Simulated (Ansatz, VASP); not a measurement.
# One calculation of Cr, two programs

```
CELL_PARAMETERS angstrom
2.01021 -3.40693 0.00000
2.01021 3.40693 0.00000
0.00000 0.00000 4.02577
ATOMIC_POSITIONS crystal
Cr 0.15250 0.84750 0.07850
Cr 0.65250 0.34750 0.42150
Cr 0.84750 0.15250 0.92150
Cr 0.34750 0.65250 0.57850
```

Alike in both runs: task relaxation of cell and atoms; functional PBEsol; k mesh 6 × 6 × 4; occupations gaussian, width 0.1 eV; no spin polarisation.

|  | VASP | Ansatz |
| --- | --- | --- |
| version | VASP 6.6.1 | Ansatz 0.2.0 |
| potentials or method | VASP PAW PBE potentials, release 64 (Cr_pv), cutoff 600 eV | scalar-relativistic, plane waves, PAW |
| valence electrons in the cell | 48 | 56 |

VASP gave:

| Item | Value |
| --- | --- |
| gap on the k mesh at the Fermi level, each at its own relaxed structure (eV) | none |
| relaxed volume (Å³/atom) | 11.58 |
| relaxed cell length with the largest relative difference (Å) | 2.732 |

Problem. What did Ansatz give for the same quantities?

Solution. gap on the k mesh at the Fermi level, each at its own relaxed structure (eV): none; relaxed volume (Å³/atom): 11.61; relaxed cell length with the largest relative difference (Å): 2.737.

VASP's potentials were made for PBE, not for PBEsol. A gap of «none» marks a metal or a gap that the smearing closes. VASP's potentials hold 48 valence electrons a cell and Ansatz's 56, so a difference there can come from the potentials and not from the codes.

The k mesh is coarse, so the values compare programs but aren't converged. Noted on VASP's run: the volume moved by over 15 % at a fixed basis, so the end points are rough.
